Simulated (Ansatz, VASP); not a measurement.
# One calculation of BaTiO3, two programs

POSCAR

```
BaTiO3
1.0
   -4.0540871700     -4.0432062000      0.0000000000
   -4.0323454300      4.0432062000      0.0000000000
   -0.0108708700     -0.0108405900     -4.0431860200
Ba Ti O
2 2 6
Direct
    0.0000000000      0.0000000000      0.0000000000
    0.5000000000      0.5000000000      0.0000000000
    0.5136000000      0.0000000000      0.5136000000
    0.0136000000      0.5000000000      0.5136000000
    0.9907000000      0.5000000000      0.9819000000
    0.4907000000      0.0000000000      0.9819000000
    0.7363000000      0.2456000000      0.4907000000
    0.2363000000      0.7456000000      0.4907000000
    0.7363000000      0.7544000000      0.4907000000
    0.2363000000      0.2544000000      0.4907000000
```

Contents of INCAR.step1:

```
PREC     = Accurate       # precision mode
ENCUT    = 520            # plane-wave cutoff, eV
ISMEAR   = 1              # smearing method
SIGMA    = 0.0457         # smearing width, eV
LREAL    = F              # projectors in reciprocal space
LASPH    = T              # aspherical terms in the spheres
NELM     = 150            # most SCF steps
ISPIN    = 2              # spin polarisation
MAGMOM   = 0 0 0 0 0 0 0 0 0 0 # initial moments
LMAXMIX  = 4              # l up to which the mixer works
NBANDS   = 55             # bands
GGA      = PE             # functional
ALGO     = Normal         # electronic algorithm
EDIFF    = 1E-4           # SCF threshold, eV
LWAVE    = T              # write WAVECAR
LCHARG   = F              # write CHGCAR
```

INCAR.step2

```
PREC     = Accurate       # precision mode
ENCUT    = 520            # plane-wave cutoff, eV
EDIFF    = 1E-6           # SCF threshold, eV
ISMEAR   = 1              # smearing method
SIGMA    = 0.0457         # smearing width, eV
LREAL    = F              # projectors in reciprocal space
LASPH    = T              # aspherical terms in the spheres
NELM     = 150            # most SCF steps
ALGO     = Normal         # electronic algorithm
ISIF     = 2              # what is computed and relaxed
LWAVE    = F              # write WAVECAR
LCHARG   = F              # write CHGCAR
ISPIN    = 2              # spin polarisation
MAGMOM   = 0 0 0 0 0 0 0 0 0 0 # initial moments
LORBIT   = 11             # projections on sites
LMAXMIX  = 4              # l up to which the mixer works
METAGGA  = R2SCAN         # meta-GGA
LMIXTAU  = T            
NBANDS   = 55             # bands
ISTART   = 1
```

Contents of KPOINTS:

```
regular mesh
0
Gamma
  3 3 5
```

Input for Ansatz:

```yaml
crystal:
  lattice:
    - [4.05408717, 4.0432062, 0.0]
    - [4.03234543, -4.0432062, 0.0]
    - [0.01087087, 0.01084059, 4.04318602]
  atoms:
    - { symbol: Ba, position: [0.0, 0.0, 0.0] }
    - { symbol: Ba, position: [0.5, 0.5, 0.0] }
    - { symbol: Ti, position: [0.4864, 0.0, 0.4864] }
    - { symbol: Ti, position: [0.9864, 0.5, 0.4864] }
    - { symbol: O, position: [0.0093, 0.5, 0.0181] }
    - { symbol: O, position: [0.5093, 0.0, 0.0181] }
    - { symbol: O, position: [0.2637, 0.7544, 0.5093] }
    - { symbol: O, position: [0.7637, 0.2544, 0.5093] }
    - { symbol: O, position: [0.2637, 0.2456, 0.5093] }
    - { symbol: O, position: [0.7637, 0.7456, 0.5093] }
kpoints:
  mp_grid: { grid: [3, 3, 5], shift: [0, 0, 0] }
  band_path:
    path:
      - [0.0, 0.0, 0.0]
      - [1.0, 0.0, 0.5]
      - [1.0, 0.00534832, 0.5]
      - [0.00267386, 0.99732602, 0.49732554]
      - [0.50000015, 0.50000009, 1.5e-07]
      - [0.0, 0.0, 0.0]
      - [0.0, 0.99732602, 0.0]
      - [0.50133693, 0.50133717, 0.49866277]
      - [0.49999985, 0.50000009, 0.49999985]
      - [0.0, 0.0, 0.0]
    npoints: 6
magnetization:
  spin_polarized: true
scf:
  occupations: { method: cold, width: 0.0457 }
  lower_state_search: "off"
  max_iter: 200
hamiltonian:
  pseudopotentials: { kind: paw }
  xc: r2scan
basis:
  ecutwfc: 500
  fft_grid_basis: typed
output:
  forces: true
  stress: true
  eigenvalues: true
  bader: true
  populations: true
  elf: true
  write_potential: true
  volumetric_format: npy
  dos:
    e_range: [-12, 8]
    de: 0.05
    projected: { site_lists: { Ba: [Ba], O: [O], Ti: [Ti] } }
checkpoint:
  read: saved_state
```

Alike in both runs: task single point; functional r2SCAN; k mesh 3 × 3 × 5; collinear spin.

|  | VASP | Ansatz |
| --- | --- | --- |
| version | VASP 6.6.1 | Ansatz 0.2.0 |
| potentials or method | VASP PAW PBE potentials, release 64 (Ba_sv, Ti_sv, O), cutoff 520 eV | PAW plane waves |
| occupations | methfessel-paxton of order 1, width 0.0457 eV | cold, width 0.0457 eV |
| valence electrons in the cell | 80 | 80 |

VASP gave:

* gap on the k mesh at the Fermi level (eV): 2.66
* pressure (GPa): -1.5
* rms of the force components (eV/Å): 0.064
* net moment per atom (μB): 0.00

Q: What did Ansatz give for the same quantities?

A: gap on the k mesh at the Fermi level (eV): 2.68; pressure (GPa): -3.3; rms of the force components (eV/Å): 0.120; net moment per atom (μB): 0.00.

VASP's potentials were made for PBE, not for r2SCAN. Ansatz's warnings: no starting moments, stability check not made, structure snapped to symmetry.

Neither program's run includes spin-orbit coupling.
